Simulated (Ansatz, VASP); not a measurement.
**GaN: VASP beside Ansatz**

```
Ga N
1.0
     3.08356    0.00000    0.00000
    -1.54178    2.67044    0.00000
     0.00000    0.00000    5.52365
Ga N
2 2
Cartesian
  0.0000 1.7803 5.5187
  1.5418 0.8901 2.7569
  0.0000 1.7803 2.0763
  1.5418 0.8901 4.8381
```

Alike in both runs: task single point; functional r2SCAN; k mesh 12 × 12 × 6; occupations gaussian, width 0.05 eV; no spin polarisation.

```csv
,VASP,Ansatz
version,VASP 6.6.1,Ansatz 0.2.0
potentials or method,"VASP PAW PBE potentials, release 64 (Ga_d, N), cutoff 520 eV","scalar-relativistic, plane waves, PAW"
valence electrons in the cell,36,36
```

|  | VASP | Ansatz | Ansatz less VASP |
| --- | --- | --- | --- |
| gap on the k mesh at the Fermi level (eV) | 1.85 | 1.86 | +0.011 |
| least direct gap on the mesh (eV) | 1.85 | 1.86 | +0.011 |
| pressure (GPa) | 3.6 | 2.6 | -1.04 |
| traceless stress, the component that is largest in VASP (GPa) | -23.48 | -23.13 | +0.347 |
| rms of the force components (eV/Å) | 0.374 | 0.341 | -0.0328 |

VASP's potentials were made for PBE, not for r2SCAN. Atom by atom the forces differ by 0.033 eV/Å (rms over components).
